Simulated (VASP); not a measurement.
Here is a VASP 6.6.1 calculation.

INCAR

```
PREC = Accurate
ENCUT = 520
EDIFF = 1E-6
ISMEAR = -1
SIGMA = 0.05
LREAL = F
LASPH = T
NELM = 60
ALGO = Normal
ISIF = 2
LWAVE = F
LCHARG = F
GGA = PS
NBANDS = 12
```

Contents of KPOINTS:

```
regular mesh
0
Gamma
  10 10 10
```

Contents of POSCAR:

```
LiF
1.0
    2.3263350019      0.0000000000      0.0000000000
    0.0000000000      2.3263350019      0.0000000000
    0.0000000000      0.0000000000      2.3263350019
F Li
1 1
Direct
    0.5000000000      0.5000000000      0.5000000000
    0.0000000000      0.0000000000      0.0000000000
```

Potentials or basis: VASP PAW PBE potentials, release 64 (F, Li_sv).

Launch:

```bash
$ cat potpaw_PBE.64/F/POTCAR potpaw_PBE.64/Li_sv/POTCAR > POTCAR
$ mpirun -np 1 vasp_std > vasp.out
```

What does it give for the band gap on the k mesh?

10.21 eV, indirect (least direct gap 10.98 eV).

 A k mesh can miss the band edges.
